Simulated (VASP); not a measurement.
# Zr (Fm-3m) in VASP: a series of runs

The runs below take Zr through single point, with PBE, revPBE.

Everything below comes from runs of VASP 6.6.1. Logs are shortened: lines on timing, memory, paths and dates and some standing lists are left out, and cuts for length are marked.

### Step 1. The cell of the first run

It takes space group Fm-3m (No. 225, cubic). The conventional cell has a = 4.221 Å, b = 4.221 Å, c = 4.221 Å, α = 90.00°, β = 90.00°, γ = 90.00°. Within 3.9 Å of Zr (site symmetry m-3m) lie 12 Zr at 2.99 Å.

### Step 2. Single point, PBE

File INCAR:

```
SYSTEM = Zr
ALGO = Normal
EDIFF = 1E-6
ENCUT = 500
GGA = PE
GGA_COMPAT = .False.
ISIF = 2
ISMEAR = 0
LASPH = .True.
LCHARG = .False.
LREAL = .False.
LWAVE = .False.
NBANDS = 12
NELM = 120
PREC = Accurate
SIGMA = 0.0108
```

File KPOINTS:

```
k-points
0
Gamma
  7 7 7
  0 0 0
```

File POSCAR:

```
Zr
1.0
    0.0000000000      2.1107310000      2.1107310000
    2.1107310000      0.0000000000      2.1107310000
    2.1107310000      2.1107310000      0.0000000000
Zr
1
Direct
    0.0000000000      0.0000000000      0.0000000000
```

Potentials or basis: VASP PAW PBE potentials, release 64 (Zr_sv).

Started as:

```
> cat potpaw_PBE.64/Zr_sv/POTCAR > POTCAR
> mpirun -np 1 vasp_std > vasp.out
```

OUTCAR:

```text
SYSTEM = Zr
   EDIFF = 1E-6
   ENCUT = 500
   GGA = PE
   ISIF = 2
   ISMEAR = 0
   LASPH = .True.
   LREAL = .False.
   NELM = 120
   PREC = Accurate

 ion  position               nearest neighbor table
   1  0.000  0.000  0.000-

  LATTYP: Found a face centered cubic cell.
 ALAT       =     4.2214620000

  Lattice vectors:

 A1 = (   0.0000000000,   2.1107310000,   2.1107310000)
 A2 = (   2.1107310000,   0.0000000000,   2.1107310000)
 A3 = (   2.1107310000,   2.1107310000,   0.0000000000)

Analysis of symmetry for initial positions (statically):
=====================================================================
 Subroutine PRICEL returns:
 Original cell was already a primitive cell.

 Routine SETGRP: Setting up the symmetry group for a
 face centered cubic supercell.

 Subroutine GETGRP returns: Found 48 space group operations
[... 9 lines left out ...]

 Routine SETGRP: Setting up the symmetry group for a
 face centered cubic supercell.

 Subroutine GETGRP returns: Found 48 space group operations
 (whereof 48 operations were pure point group operations)
 out of a pool of 48 trial point group operations.

The dynamic configuration has the point symmetry O_h .

 Subroutine INISYM returns: Found 48 space group operations
 (whereof 48 operations are pure point group operations),
 and found     1 'primitive' translations

----------------------------------------------------------------------------------------

                                     Primitive cell

  volume of cell :      18.8074

  direct lattice vectors                    reciprocal lattice vectors
     0.000000000  2.110731000  2.110731000    -0.236884757  0.236884757  0.236884757
     2.110731000  0.000000000  2.110731000     0.236884757 -0.236884757  0.236884757
     2.110731000  2.110731000  0.000000000     0.236884757  0.236884757 -0.236884757

  length of vectors
     2.985024407  2.985024407  2.985024407     0.410296435  0.410296435  0.410296435

  position of ions in fractional coordinates (direct lattice)
     0.000000000  0.000000000  0.000000000

  ion indices of the primitive-cell ions
   primitive index   ion index
                 1           1

----------------------------------------------------------------------------------------

 KPOINTS: k-points

Automatic generation of k-mesh.
 Grid dimensions read from file:
 generate k-points for:    7    7    7

 Generating k-lattice:

  Cartesian coordinates                     Fractional coordinates (reciprocal lattice)
    -0.033840680  0.033840680  0.033840680     0.142857143  0.000000000  0.000000000
     0.033840680 -0.033840680  0.033840680     0.000000000  0.142857143  0.000000000
     0.033840680  0.033840680 -0.033840680     0.000000000  0.000000000  0.142857143

  Length of vectors
     0.058613776  0.058613776  0.058613776

  Shift w.r.t. Gamma in fractional coordinates (k-lattice)
     0.000000000  0.000000000  0.000000000

 Subroutine IBZKPT returns following result:
 ===========================================

 Found     20 irreducible k-points:

 Following reciprocal coordinates:
            Coordinates               Weight
  0.000000  0.000000  0.000000      1.000000
  0.142857  0.000000  0.000000      8.000000
  0.285714  0.000000  0.000000      8.000000
  0.428571  0.000000  0.000000      8.000000
  0.142857  0.142857  0.000000      6.000000
  0.285714  0.142857  0.000000     24.000000
[... 12 lines left out ...]
 -0.428571  0.428571  0.142857     24.000000
 -0.285714  0.428571  0.142857     24.000000
   k-points           NKPTS =     20   k-points in BZ     NKDIM =     20   number of bands    NBANDS=     12
   number of dos      NEDOS =    301   number of ions     NIONS =      1
   total plane-waves  NPLWV =  13824
   dimension x,y,z NGX =    24 NGY =   24 NGZ =   24
   dimension x,y,z NGXF=    48 NGYF=   48 NGZF=   48
   ions per type =               1
   NGX,Y,Z   is equivalent  to a cutoff of  13.37, 13.37, 13.37 a.u.
   NGXF,Y,Z  is equivalent  to a cutoff of  26.73, 26.73, 26.73 a.u.
 SYSTEM =  Zr
   PREC   = accura    normal or accurate (medium, high low for compatibility)
   ISTART =      0    job   : 0-new  1-cont  2-samecut
   ICHARG =      2    charge: 1-file 2-atom 10-const
   ISPIN  =      1    spin polarized calculation?
   LNONCOLLINEAR =      F non collinear calculations
   LSORBIT =      F    spin-orbit coupling
   LASPH  =      T    aspherical Exc in radial PAW
   ENCUT  =  500.0 eV  36.75 Ry    6.06 a.u.   5.44  5.44  5.44*2*pi/ulx,y,z
   NELM   =    120;   NELMIN=  2; NELMDL= -5     # of ELM steps
   EDIFF  = 0.1E-05   stopping-criterion for ELM
   LREAL  =      F    real-space projection
   EDIFFG = 0.1E-04   stopping-criterion for IOM
   NSW    =      0    number of steps for IOM
   IBRION =     -1    ionic relax: 0-MD 1-quasi-New 2-CG
   NFREE  =      0    steps in history (QN), initial steepest desc. (CG)
   ISIF   =      2    stress and relaxation
   ISYM   =      2    0-nonsym 1-usesym 2-fastsym
   POTIM  = 0.5000    time-step for ionic-motion
   TEBEG  =    0.0;   TEEND  =   0.0 temperature during run
   PSTRESS=    0.0 pullay stress
   NELECT =      12.0000    total number of electrons
   NUPDOWN=      -1.0000    fix difference up-down
   EMIN   =  10.00;   EMAX   =-10.00  energy-range for DOS
   EFERMI =   0.00;   METHOD = LEGACY
   ISMEAR =     0;   SIGMA  =   0.01  broadening in eV -4-tet -1-fermi 0-gaus
   EFERMI_NEDOS =   21; number of points for ismear=-14 and -15
   IALGO  =     38    algorithm
   IMIX   =      4    mixing-type and parameters
     AMIX     =   0.40;   BMIX     =  1.00
     AMIX_MAG =   1.60;   BMIX_MAG =  1.00
  volume/ion in A,a.u.               =      18.81       126.92
  Fermi-wavevector in a.u.,A,eV,Ry     =   1.409372  2.663327 27.025659  1.986330
  Thomas-Fermi vector in A             =   2.531435
   LORBIT       =      0    0 simple, 1 ext, 2 COOP (PROOUT), +10 PAW based schemes
   GGA     = PE    functional components
   LHFCALC =     F    Hartree Fock is set to
   AEXX    =    0.0000 exact exchange contribution
   IVDW    =     0    specifies the selected vdW correction
   LEPSILON=     F    determine dielectric tensor
   LRPA    =     F    only Hartree local field effects (RPA)
 non-spin polarized calculation
 Gauss-broadening in eV      SIGMA  =   0.01
  energy-cutoff  :      500.00
  volume of cell :       18.81
 maximum number of plane-waves:       531
 NGX is ok and might be reduce to    24
   NGX = 11   NGY = 11   NGZ = 11

 number of electron      12.0000000 magnetization

 Free energy of the ion-electron system (eV)
  ---------------------------------------------------
  ext. energy  EPLUGINS =         0.00000000
  ---------------------------------------------------
  free energy    TOTEN  =        -8.12090783 eV

  energy without entropy =       -8.12046809  energy(sigma->0) =       -8.12068796

 E-fermi :  11.5677     XC(G=0): -12.0939

 val. band max:       11.5670026632   @ k =   0.4286   0.2857   0.1429
 cond. band min:      11.5893803601   @ k =  -0.4286   0.2857   0.1429
 fundamental gap:      0.0223776968
 Fermi energy:        11.5677141478

 k-point     1 :       0.0000    0.0000    0.0000
  band No.  band energies     occupation
      1     -36.9570      2.00000
      2     -14.0354      2.00000
      3     -14.0354      2.00000
      4     -14.0354      2.00000
      5       5.6888      2.00000
      6      12.4548      0.00000
      7      12.4548      0.00000
      8      12.4548      0.00000
      9      15.6255      0.00000
     10      15.6255      0.00000
     11      22.3439      0.00000
     12      27.4091      0.00000

 k-point     2 :       0.1429    0.0000    0.0000
  band No.  band energies     occupation
      1     -36.8964      2.00000
      2     -14.4138      2.00000
      3     -14.0797      2.00000
      4     -14.0797      2.00000
      5       6.4797      2.00000
      6      11.8207      0.00000
      7      12.7812      0.00000
      8      12.7812      0.00000
      9      15.3048      0.00000
     10      15.3048      0.00000
     11      23.8276      0.00000
     12      25.5381      0.00000

 k-point     3 :       0.2857    0.0000    0.0000
  band No.  band energies     occupation
      1     -36.7571      2.00000
      2     -15.2079      2.00000
      3     -14.1776      2.00000
      4     -14.1776      2.00000
      5       7.8278      2.00000
      6      11.6130      0.00000
      7      12.7538      0.00000
      8      12.7538      0.00000
      9      15.9300      0.00000
     10      15.9300      0.00000
     11      22.6738      0.00000
     12      27.5442      0.00000

 k-point     4 :       0.4286    0.0000    0.0000
  band No.  band energies     occupation
      1     -36.6422      2.00000
      2     -15.8002      2.00000
      3     -14.2543      2.00000
      4     -14.2543      2.00000
      5       7.9928      2.00000
      6      12.2726      0.00000
      7      12.2726      0.00000
      8      13.2203      0.00000
      9      17.6475      0.00000
     10      17.6475      0.00000
     11      22.0268      0.00000
     12      24.9469      0.00000

 k-point     5 :       0.1429    0.1429    0.0000
  band No.  band energies     occupation
      1     -36.8763      2.00000
      2     -14.4023      2.00000
      3     -14.1617      2.00000
      4     -14.1617      2.00000
      5       6.7436      2.00000
      6      11.3300      2.00000
      7      13.1471      0.00000
      8      13.1471      0.00000
      9      14.2079      0.00000
     10      15.9970      0.00000
     11      24.5980      0.00000
     12      26.6742      0.00000

 k-point     6 :       0.2857    0.1429    0.0000
  band No.  band energies     occupation
      1     -36.7632      2.00000
      2     -14.9875      2.00000
      3     -14.2818      2.00000
      4     -14.2650      2.00000
      5       8.0379      2.00000
      6      10.6555      2.00000
      7      12.5541      0.00000
      8      13.5776      0.00000
      9      14.9411      0.00000
     10      16.5986      0.00000
     11      24.8214      0.00000
     12      27.5655      0.00000

 k-point     7 :       0.4286    0.1429    0.0000
  band No.  band energies     occupation
      1     -36.6395      2.00000
      2     -15.5884      2.00000
      3     -14.4202      2.00000
      4     -14.3497      2.00000
      5       8.6188      2.00000
      6      11.1708      2.00000
      7      12.1037      0.00000
      8      13.1476      0.00000
      9      17.4737      0.00000
     10      17.9402      0.00000
     11      23.4426      0.00000
     12      25.6570      0.00000

 k-point     8 :      -0.4286    0.1429    0.0000
  band No.  band energies     occupation
      1     -36.6006      2.00000
      2     -15.7593      2.00000
      3     -14.5329      2.00000
      4     -14.3169      2.00000
      5       8.6683      2.00000
      6      11.1594      2.00000
      7      12.8295      0.00000
      8      12.8797      0.00000
      9      17.4992      0.00000
     10      19.2845      0.00000
     11      23.2123      0.00000
     12      24.1514      0.00000
[... 106 lines left out ...]
 k-point    16 :      -0.4286    0.4286    0.0000
  band No.  band energies     occupation
      1     -36.5177      2.00000
      2     -15.6525      2.00000
      3     -14.8494      2.00000
      4     -14.6322      2.00000
      5       7.9752      2.00000
      6       8.9107      2.00000
      7      14.4266      0.00000
      8      16.8391      0.00000
      9      18.2985      0.00000
     10      20.6119      0.00000
     11      21.8188      0.00000
     12      24.8214      0.00000

 k-point    17 :       0.4286    0.2857    0.1429
  band No.  band energies     occupation
      1     -36.6577      2.00000
      2     -15.3013      2.00000
      3     -14.6213      2.00000
      4     -14.3333      2.00000
      5       9.1632      2.00000
      6      10.1784      2.00000
      7      11.5670      1.07423
      8      14.6978      0.00000
      9      15.1651      0.00000
     10      18.5440      0.00000
     11      25.4974      0.00000
     12      27.4133      0.00000

 k-point    18 :      -0.4286    0.2857    0.1429
  band No.  band energies     occupation
      1     -36.5714      2.00000
      2     -15.5322      2.00000
      3     -14.8485      2.00000
      4     -14.4489      2.00000
      5       9.6215      2.00000
      6      10.2354      2.00000
      7      11.5894      0.00455
      8      14.1486      0.00000
      9      17.0710      0.00000
     10      20.3539      0.00000
     11      23.2675      0.00000
     12      26.4918      0.00000

 k-point    19 :      -0.4286    0.4286    0.1429
  band No.  band energies     occupation
      1     -36.5344      2.00000
      2     -15.5391      2.00000
      3     -14.8627      2.00000
      4     -14.6515      2.00000
      5       8.5928      2.00000
      6       9.4397      2.00000
      7      12.8477      0.00000
      8      15.8454      0.00000
      9      17.9333      0.00000
     10      20.5773      0.00000
     11      23.8068      0.00000
     12      24.1754      0.00000

 k-point    20 :      -0.2857    0.4286    0.1429
  band No.  band energies     occupation
      1     -36.5242      2.00000
      2     -15.3143      2.00000
      3     -15.2080      2.00000
      4     -14.6222      2.00000
      5       9.2014      2.00000
      6      10.3936      2.00000
      7      11.7462      0.00000
      8      14.5963      0.00000
      9      17.9770      0.00000
     10      21.3791      0.00000
     11      23.2681      0.00000
     12      25.1372      0.00000

------------------------ aborting loop because EDIFF is reached ----------------------------------------

  FORCE on cell =-STRESS in cart. coord.  units (eV):
  Direction    XX          YY          ZZ          XY          YZ          ZX
  --------------------------------------------------------------------------------------
  -------------------------------------------------------------------------------------
  Total        3.1656445      3.1656445      3.1656445     -0.0000000      0.0000000      0.0000000
  in kB      269.6770970    269.6770970    269.6770970     -0.0000000      0.0000000      0.0000000
  external PRESSURE =     269.6770970 kB  Pullay stress =       0.0000000 kB

 VOLUME and BASIS-vectors are now :
 -----------------------------------------------------------------------------
  energy-cutoff  :      500.00
  volume of cell :       18.81
      direct lattice vectors                 reciprocal lattice vectors
     0.000000000  2.110731000  2.110731000    -0.236884757  0.236884757  0.236884757
     2.110731000  0.000000000  2.110731000     0.236884757 -0.236884757  0.236884757
     2.110731000  2.110731000  0.000000000     0.236884757  0.236884757 -0.236884757

 POSITION                                       TOTAL-FORCE (eV/Angst)
 -----------------------------------------------------------------------------------
      0.00000      0.00000      0.00000         0.000000      0.000000      0.000000
 -----------------------------------------------------------------------------------
    total drift:                               -0.000000      0.000000      0.000000

  FREE ENERGIE OF THE ION-ELECTRON SYSTEM (eV)
  ---------------------------------------------------
  free  energy   TOTEN  =        -8.1209078338 eV

  energy  without entropy=       -8.1204680917  energy(sigma->0) =       -8.12068796
```

It took 4.5 s on 1 thread of Intel Xeon Platinum 8488C (Sapphire Rapids), shared host; peak memory 0.13 GiB.

Results:

- Free energy: -8.1209 eV
- Pressure: 27.0 GPa
- Band gap on the k mesh: zero (band 6 reaches 12.45 eV, above the bottom of band 7 at 11.29 eV)

Caveat: the k points lie up to 0.37 Å⁻¹ apart.

### Step 3. Single point, revPBE

File INCAR:

```
PREC = Accurate
ENCUT = 500
EDIFF = 1E-6
ISMEAR = 0
SIGMA = 0.0108
LREAL = F
LASPH = T
NELM = 120
ALGO = Normal
ISIF = 2
LWAVE = F
LCHARG = F
GGA = RE
NBANDS = 12
GGA_COMPAT = F
```

File KPOINTS:

```
Automatic mesh
0
Gamma
  7 7 7
```

POSCAR is that of step 2.

Potentials or basis: VASP PAW PBE potentials, release 64 (Zr_sv).

Started as:

```
> cat potpaw_PBE.64/Zr_sv/POTCAR > POTCAR
> mpirun -np 1 vasp_std > vasp.out
```

It took 5.7 s on 1 thread of Intel Xeon Platinum 8488C (Sapphire Rapids), shared host; peak memory 0.13 GiB.

It converged, with:

| Item | Value |
| --- | --- |
| Free energy | -7.7283 eV |
| Pressure | 29.0 GPa |
| Band gap on the k mesh | zero (band 6 reaches 12.52 eV, above the bottom of band 7 at 11.34 eV) |

Levels at points of the mesh, in eV from the Fermi level:
```
           k point  band 4  band 5  band 6  band 7  band 8  band 9
(0.00, 0.00, 0.00)  -25.62   -5.88    0.89    0.89    0.89    4.06
```

Caveat: the k points lie up to 0.37 Å⁻¹ apart; the PAW data sets were made with another functional, which shifts forces and pressure a little.
